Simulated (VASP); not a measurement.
A run of VASP 6.6.1 is set up as follows.

The input INCAR:

```
ALGO     = Normal         # electronic algorithm
DIPOL    = 0.5 0.5 0.413
EDIFF    = 1E-7           # SCF threshold, eV
ENCUT    = 520            # plane-wave cutoff, eV
GGA      = PE             # functional
IDIPOL   = 3            
ISIF     = 2              # what is computed and relaxed
ISMEAR   = 0              # smearing method
IVDW     = 12             # dispersion correction
LASPH    = True           # aspherical terms in the spheres
LCHARG   = False          # write CHGCAR
LDIPOL   = True         
LREAL    = False          # projectors in reciprocal space
LWAVE    = False          # write WAVECAR
NBANDS   = 16             # bands
NELM     = 100            # most SCF steps
PREC     = Accurate       # precision mode
SIGMA    = 0.1            # smearing width, eV
```

The input KPOINTS:

```
k-points
0
Gamma
  9 9 1
```

The input POSCAR:

```
Si
1.0
    3.8472023583      0.0000000000      0.0000000000
   -1.9236011791      3.3317749758      0.0000000000
    0.0000000000      0.0000000000     18.4446971457
Si
4
Direct
    0.3333333333      0.6666666667      0.2695814701
    0.6666666667      0.3333333333      0.2439725610
    0.7777777778      0.2222222222      0.5825358400
    1.1111111111     -0.1111111111      0.5569269309
```

Potentials or basis: VASP PAW PBE potentials, release 64 (Si).

Command:

```bash
$ cat potpaw_PBE.64/Si/POTCAR > POTCAR
$ mpirun -np 1 vasp_std > vasp.out
```

Task: What does it give for the band gap on the k mesh?

Result: 0.04 eV, direct.

Task: Predict the largest force.

Result: 0.036 eV/Å.

Task: What does it give for the dispersion energy per atom?

Result: -0.210 eV.

Forces in eV/Å, atoms in the order of the input:
```
Si  -0.001  0.001  0.035
Si   0.000  0.000  0.026
Si   0.000  0.000 -0.026
Si   0.001 -0.001 -0.035
```
